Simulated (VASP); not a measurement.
# TiSi16 (a cell with a defect) in VASP: notebook

The runs below take TiSi16 (a cell with a defect) through single point, with PBE+D3(BJ).

Program: VASP 6.6.1. These are calculated values, not measurements. Logs are shortened: lines on timing, memory, paths and dates and some standing lists are left out, and cuts for length are marked.

### Step 1. The cell of the first run

The cell holds a defect, 17 atoms: a = 7.679 Å, b = 7.679 Å, c = 7.679 Å, α = 60.00°, β = 60.00°, γ = 60.00°.

### Step 2. Single point, PBE+D3(BJ)

Contents of INCAR:

```
PREC = Accurate ; ENCUT = 520
EDIFF = 1E-6 ; ISMEAR = -1
SIGMA = 0.02 ; LREAL = Auto
LASPH = T ; NELM = 100
ALGO = Normal ; ISIF = 2
LWAVE = F ; LCHARG = T
GGA = PE ; IVDW = 12
LELF = T ; LVHAR = T
NBANDS = 52
```

Contents of KPOINTS:

```
Automatic mesh
0
Gamma
  2 2 2
```

Contents of POSCAR:

```
TiSi16
1.0
    0.0000000000      5.4300000000      5.4300000000
    5.4300000000      0.0000000000      5.4300000000
    5.4300000000      5.4300000000      0.0000000000
Si Ti
16 1
Direct
    0.0368724678     -0.0125715470     -0.0124903315
    0.1382879374      0.1257549724      0.1260488950
   -0.0094174954      0.0101285451      0.4993537753
    0.1386075506      0.1256587477      0.6090941068
   -0.0088186004      0.4991090239      0.0099725599
    0.1391730203      0.6088170350      0.1256597606
   -0.0085311234      0.4990488029      0.4990937385
    0.0804011050      0.6398082873      0.6396773481
    0.5159107735      0.0057864641      0.0061411602
    0.6705899632      0.1092890424      0.1096479742
    0.5164861878      0.0054259669      0.4714068140
    0.6176774401      0.1492840700      0.6162380295
    0.5172560773      0.4711107735      0.0053625230
    0.6183778085      0.6160910681      0.1488921731
    0.4536522099      0.5157168508      0.5151687845
    0.6187224678      0.6160057090      0.6160112339
    0.4380950276      0.8539193370      0.8536239411
```

Potentials or basis: VASP PAW PBE potentials, release 64 (Si, Ti_sv).

The run is started by

```bash
$ cat potpaw_PBE.64/Si/POTCAR potpaw_PBE.64/Ti_sv/POTCAR > POTCAR
$ mpirun -np 1 vasp_std > vasp.out
```

OUTCAR:

```text
PREC = Accurate
   ENCUT = 520
   EDIFF = 1E-6
   ISMEAR = -1
   LREAL = Auto
   LASPH = T
   NELM = 100
   ISIF = 2
   GGA = PE
   IVDW = 12
 IVDW          = 12

 ion  position               nearest neighbor table
   1  0.037  0.987  0.988-  10 2.30   2 2.38   4 2.38   6 2.38  17 2.52
   2  0.138  0.126  0.126-   3 2.35   5 2.35   9 2.37   1 2.38  17 2.96
   3  0.991  0.010  0.499-   8 2.33  12 2.34   2 2.35   4 2.35
   4  0.139  0.126  0.609-   3 2.35   7 2.35  11 2.37   1 2.38  17 2.96
   5  0.991  0.499  0.010-   8 2.33  14 2.34   2 2.35   6 2.35
   6  0.139  0.609  0.126-   5 2.35   7 2.35  13 2.37   1 2.38  17 2.96
   7  0.991  0.499  0.499-   8 2.33  16 2.34   4 2.35   6 2.35
   8  0.080  0.640  0.640-   3 2.33   5 2.33   7 2.33  15 2.34
   9  0.516  0.006  0.006-  10 2.28   2 2.37  17 2.42  14 2.45  12 2.45
  10  0.671  0.109  0.110-  13 2.28   9 2.28  11 2.28   1 2.30
  11  0.516  0.005  0.471-  10 2.28   4 2.37  17 2.42  16 2.45  12 2.45
  12  0.618  0.149  0.616-  15 2.31   3 2.34   9 2.45  11 2.45  17 2.62
  13  0.517  0.471  0.005-  10 2.28   6 2.37  17 2.42  16 2.45  14 2.45
  14  0.618  0.616  0.149-  15 2.31   5 2.34   9 2.45  13 2.45  17 2.62
  15  0.454  0.516  0.515-  16 2.31  14 2.31  12 2.31   8 2.34
  16  0.619  0.616  0.616-  15 2.31   7 2.34  13 2.45  11 2.45  17 2.62
  17  0.438  0.854  0.854-  11 2.42   9 2.42  13 2.42   1 2.52  12 2.62  16 2.62  14 2.62   6 2.96
                             4 2.96   2 2.96

  LATTYP: Found a face centered cubic cell.
 ALAT       =    10.8600000000

  Lattice vectors:

 A1 = (   0.0000000000,   5.4300000000,   5.4300000000)
 A2 = (   5.4300000000,   0.0000000000,   5.4300000000)
 A3 = (   5.4300000000,   5.4300000000,   0.0000000000)

Analysis of symmetry for initial positions (statically):
=====================================================================
 Subroutine PRICEL returns:
 Original cell was already a primitive cell.

 Routine SETGRP: Setting up the symmetry group for a
 face centered cubic supercell.

 Subroutine GETGRP returns: Found  1 space group operations
 (whereof  1 operations were pure point group operations)
 out of a pool of 48 trial point group operations.

The static configuration has the point symmetry C_1 .

Analysis of symmetry for dynamics (positions and initial velocities):
=====================================================================
 Subroutine PRICEL returns:
 Original cell was already a primitive cell.

 Routine SETGRP: Setting up the symmetry group for a
 face centered cubic supercell.

 Subroutine GETGRP returns: Found  1 space group operations
 (whereof  1 operations were pure point group operations)
 out of a pool of 48 trial point group operations.

The dynamic configuration has the point symmetry C_1 .
[... 121 lines left out ...]
   TEBEG  =    0.0;   TEEND  =   0.0 temperature during run
   PSTRESS=    0.0 pullay stress
   NELECT =      76.0000    total number of electrons
   NUPDOWN=      -1.0000    fix difference up-down
   EMIN   =  10.00;   EMAX   =-10.00  energy-range for DOS
   EFERMI =   0.00;   METHOD = LEGACY
   ISMEAR =    -1;   SIGMA  =   0.02  broadening in eV -4-tet -1-fermi 0-gaus
   EFERMI_NEDOS =   21; number of points for ismear=-14 and -15
   IALGO  =     38    algorithm
   IMIX   =      4    mixing-type and parameters
     AMIX     =   0.40;   BMIX     =  1.00
     AMIX_MAG =   1.60;   BMIX_MAG =  1.00
  volume/ion in A,a.u.               =      18.84       127.11
  Fermi-wavevector in a.u.,A,eV,Ry     =   1.013607  1.915439 13.978610  1.027399
  Thomas-Fermi vector in A             =   2.146786
   LORBIT       =      0    0 simple, 1 ext, 2 COOP (PROOUT), +10 PAW based schemes
   GGA     = PE    functional components
   LHFCALC =     F    Hartree Fock is set to
   AEXX    =    0.0000 exact exchange contribution
   IVDW    =    12    specifies the selected vdW correction
   LEPSILON=     F    determine dielectric tensor
   LRPA    =     F    only Hartree local field effects (RPA)
 non-spin polarized calculation
  energy-cutoff  :      520.00
  volume of cell :      320.21
 maximum number of plane-waves:      8646
 NGX is ok and might be reduce to    60
   NGX = 29   NGY = 29   NGZ = 29

 number of electron      76.0000003 magnetization

 Free energy of the ion-electron system (eV)
  ---------------------------------------------------
  ext. energy  EPLUGINS =         0.00000000
  ---------------------------------------------------
  free energy    TOTEN  =       -91.73766421 eV

  energy without entropy =      -91.71106802  energy(sigma->0) =      -91.72436611

 E-fermi :   6.9062     XC(G=0):  -9.7622

 val. band max:        6.9054203980   @ k =   0.5000   0.5000   0.5000
 cond. band min:       6.9158008293   @ k =   0.0000   0.5000   0.5000
 fundamental gap:      0.0103804313
 Fermi energy:         6.9061833195

 k-point     1 :       0.0000    0.0000    0.0000
  band No.  band energies     occupation
      1     -49.8747      2.00000
      2     -26.2664      2.00000
      3     -26.2341      2.00000
      4     -26.2326      2.00000
      5      -5.6974      2.00000
      6      -3.4993      2.00000
[... 413 lines left out ...]
     49       9.8740      0.00000
     50      10.4866      0.00000
 [bands above 50 left out]

------------------------ aborting loop because EDIFF is reached ----------------------------------------

 Edisp (eV)   -5.83683

 E8    (eV) :    -2.4413

  FORCE on cell =-STRESS in cart. coord.  units (eV):
  Direction    XX          YY          ZZ          XY          YZ          ZX
  --------------------------------------------------------------------------------------
  -------------------------------------------------------------------------------------
  Total       1.61865     1.63853     1.67881     0.82020    -0.81372     0.80158
  in kB       8.09905     8.19853     8.40005     4.10396    -4.07150     4.01077
  external pressure =        8.23 kB  Pullay stress =        0.00 kB

 VOLUME and BASIS-vectors are now :
 -----------------------------------------------------------------------------
  energy-cutoff  :      520.00
  volume of cell :      320.21
      direct lattice vectors                 reciprocal lattice vectors
     0.000000000  5.430000000  5.430000000    -0.092081031  0.092081031  0.092081031
     5.430000000  0.000000000  5.430000000     0.092081031 -0.092081031  0.092081031
     5.430000000  5.430000000  0.000000000     0.092081031  0.092081031 -0.092081031

 POSITION                                       TOTAL-FORCE (eV/Angst)
 -----------------------------------------------------------------------------------
     10.72391      5.56240      5.56195         0.050151     -0.051263     -0.051786
      1.36729      1.43535      1.43375        -0.041892      0.068238      0.069653
      2.76649      8.09035      5.43386        -0.096711      0.096433      0.043915
      3.98971      4.06002      1.43497        -0.068513      0.043657      0.070803
      2.76431      5.43627      8.09228        -0.095413      0.044015      0.097897
      3.98821      1.43804      4.06159        -0.068325      0.068361      0.041455
[... 9 lines left out ...]
      6.68985      6.70460      6.70457         0.031283      0.113647      0.113417
      9.27196      7.01403      7.01564         1.139701     -1.130805     -1.167810
 -----------------------------------------------------------------------------------
    total drift:                               -0.000295      0.002696      0.002442

  FREE ENERGIE OF THE ION-ELECTRON SYSTEM (eV)
  ---------------------------------------------------
  free  energy   TOTEN  =       -97.5744895034 eV

  energy  without entropy=      -97.5478933090  energy(sigma->0) =      -97.56119141
```

stdout:

```text
POSCAR found type information on POSCAR SiTi
 POSCAR found :  2 types and      17 ions
 scaLAPACK will be used
 LDA part: xc-table for (Slater+PW92), standard interpolation
 POSCAR, INCAR and KPOINTS ok, starting setup
 FFT: planning ... GRIDC
 FFT: planning ... GRID_SOFT
 FFT: planning ... GRID
 WAVECAR not read
 entering main loop
```

Wall time 7.7 min (1 thread of Intel Xeon 8259CL, shared host); peak memory 0.49 GiB.

What came out:

| Quantity | Value |
| --- | --- |
| Free energy | -97.5745 eV |
| Pressure | 0.8 GPa |
| Largest force | 1.985 eV/Å |
| Band gap on the k mesh | zero (bands 38 and 39 overlap by 0.33 eV) |
| Dispersion energy per atom | -0.343 eV |

Forces on the atoms (eV/Å):
```
Si   0.050 -0.051 -0.052
Si  -0.042  0.068  0.070
Si  -0.097  0.096  0.044
Si  -0.069  0.044  0.071
Si  -0.095  0.044  0.098
Si  -0.068  0.068  0.041
Si  -0.045  0.095  0.097
Si  -0.118  0.118  0.116
Si  -0.216  0.092  0.090
Si   0.015 -0.013 -0.013
Si  -0.091  0.213  0.091
Si  -0.117  0.116 -0.027
Si  -0.077  0.080  0.233
Si  -0.116 -0.036  0.114
Si  -0.086  0.084  0.080
Si   0.031  0.114  0.113
Ti   1.140 -1.131 -1.168
```

Stress tensor (GPa, compression positive):
```
 0.81  0.41  0.40
 0.41  0.82 -0.41
 0.40 -0.41  0.84
```

Levels at points of the mesh, in eV from the Fermi level:
| k point | band 34 | band 35 | band 36 | band 37 | band 38 | band 39 | band 40 | band 41 | band 42 | band 43 |
| --- | --- | --- | --- | --- | --- | --- | --- | --- | --- | --- |
| (0.00, 0.00, 0.00) | -1.09 | -1.09 | -0.88 | -0.59 | -0.32 | -0.32 | -0.02 | -0.01 | 0.17 | 0.73 |
| (0.50, 0.00, 0.00) | -2.02 | -1.35 | -1.35 | -0.32 | -0.18 | -0.17 | 0.65 | 0.65 | 0.82 | 1.22 |
| (0.00, 0.50, 0.00) | -1.80 | -1.37 | -1.34 | -0.18 | 0.00 | 0.17 | 0.40 | 0.59 | 0.75 | 1.10 |
| (0.00, 0.00, 0.50) | -1.80 | -1.37 | -1.34 | -0.18 | 0.00 | 0.17 | 0.39 | 0.59 | 0.75 | 1.10 |
| (0.50, 0.50, 0.50) | -1.81 | -1.37 | -1.34 | -0.18 | 0.00 | 0.17 | 0.39 | 0.59 | 0.75 | 1.09 |
| (0.50, 0.50, 0.00) | -2.02 | -1.94 | -1.81 | -0.47 | 0.01 | 0.42 | 0.78 | 1.09 | 1.19 | 1.35 |
| (0.00, 0.50, 0.50) | -2.02 | -1.95 | -1.81 | -0.46 | 0.01 | 0.42 | 0.78 | 1.09 | 1.19 | 1.35 |
| (0.50, 0.00, 0.50) | -2.02 | -1.95 | -1.81 | -0.46 | 0.01 | 0.42 | 0.78 | 1.09 | 1.19 | 1.35 |

Caveat: the k points lie up to 0.50 Å⁻¹ apart.

### Step 3. Single point, PBE+D3(BJ)

Contents of INCAR:

```
SYSTEM = TiSi16
ALGO = Normal ; EDIFF = 1E-7
ENCUT = 520 ; GGA = PE
ISIF = 2 ; ISMEAR = -1
IVDW = 12 ; LASPH = .True.
LCHARG = .False. ; LREAL = Auto
LWAVE = .False. ; NBANDS = 52
NELM = 80 ; PREC = Accurate
SIGMA = 0.02
```

Contents of KPOINTS:

```
k-points
0
Gamma
  2 2 2
  0 0 0
```

Contents of POSCAR:

```
TiSi16
1.0
    0.0000000000      5.4300000000      5.4300000000
    5.4300000000      0.0000000000      5.4300000000
    5.4300000000      5.4300000000      0.0000000000
Si Ti
16 1
Direct
    0.0449432781     -0.0151764273     -0.0145624309
    0.1339646409      0.1255125230      0.1259930018
   -0.0136918048      0.0158840700      0.4993796501
    0.1343350829      0.1254242173      0.6151544199
   -0.0132713628      0.4989313996      0.0160137201
    0.1346468692      0.6145113260      0.1258330571
   -0.0129237569      0.4987821363      0.4991362799
    0.0885720074      0.6372259669      0.6375364641
    0.5067370166      0.0085918969      0.0090738490
    0.6717104972      0.1091548803      0.1097670350
    0.5071646409      0.0085198895      0.4760858195
    0.6080874770      0.1535226519      0.6197283610
    0.5075372007      0.4755467772      0.0088447514
    0.6089407919      0.6192431860      0.1536741252
    0.4548175875      0.5153645488      0.5154236648
    0.6094908840      0.6189035912      0.6189041436
    0.6873890424      0.7711332413      0.7711166667
```

Potentials or basis: VASP PAW PBE potentials, release 64 (Si, Ti_sv).

The run is started by

```bash
$ cat potpaw_PBE.64/Si/POTCAR potpaw_PBE.64/Ti_sv/POTCAR > POTCAR
$ mpirun -np 1 vasp_std > vasp.out
```

Run time: 8.7 min. Hardware: 1 thread of Intel Xeon 8259CL, shared host; peak memory 0.49 GiB.

The run converged. Its results:

| Quantity | Value |
| --- | --- |
| Free energy | -97.5759 eV |
| Pressure | 0.8 GPa |
| Largest force | 1.981 eV/Å |
| Band gap on the k mesh | zero (bands 38 and 39 overlap by 0.33 eV) |
| Dispersion energy per atom | -0.343 eV |

Forces on the atoms (eV/Å):
```
Si   0.118 -0.117 -0.117
Si   0.045 -0.095 -0.093
Si   0.069 -0.070 -0.047
Si   0.095 -0.043 -0.094
Si   0.067 -0.043 -0.068
Si   0.095 -0.095 -0.044
Si   0.045 -0.068 -0.067
Si  -0.050  0.051  0.049
Si  -0.028 -0.113 -0.111
Si   0.087 -0.084 -0.084
Si   0.114  0.028 -0.112
Si   0.089 -0.089 -0.216
Si   0.114 -0.115  0.037
Si   0.085 -0.225 -0.086
Si  -0.015  0.013  0.011
Si   0.219 -0.088 -0.090
Ti  -1.148  1.153  1.131
```

Stress tensor (GPa, compression positive):
```
 0.80  0.40  0.41
 0.40  0.81 -0.41
 0.41 -0.41  0.84
```

Levels at points of the mesh, in eV from the Fermi level:
| k point | band 35 | band 36 | band 37 | band 38 | band 39 | band 40 | band 41 | band 42 |
| --- | --- | --- | --- | --- | --- | --- | --- | --- |
| (0.00, 0.00, 0.00) | -1.09 | -0.88 | -0.59 | -0.32 | -0.32 | -0.02 | -0.01 | 0.17 |
| (0.50, 0.00, 0.00) | -1.35 | -1.35 | -0.32 | -0.18 | -0.17 | 0.65 | 0.65 | 0.82 |
| (0.00, 0.50, 0.00) | -1.37 | -1.34 | -0.18 | 0.00 | 0.17 | 0.40 | 0.59 | 0.75 |
| (0.00, 0.00, 0.50) | -1.37 | -1.34 | -0.18 | 0.00 | 0.17 | 0.39 | 0.59 | 0.75 |
| (0.50, 0.50, 0.50) | -1.37 | -1.34 | -0.18 | 0.00 | 0.17 | 0.39 | 0.59 | 0.75 |
| (0.50, 0.50, 0.00) | -1.95 | -1.81 | -0.46 | 0.01 | 0.42 | 0.78 | 1.09 | 1.19 |
| (0.00, 0.50, 0.50) | -1.95 | -1.81 | -0.46 | 0.01 | 0.42 | 0.78 | 1.09 | 1.19 |
| (0.50, 0.00, 0.50) | -1.95 | -1.81 | -0.46 | 0.01 | 0.42 | 0.78 | 1.09 | 1.19 |

Caveat: the k points lie up to 0.50 Å⁻¹ apart.

(Part 1 of 2 ends here.)

The gap in the log of VASP goes by the Fermi energy; the results here count the filled bands.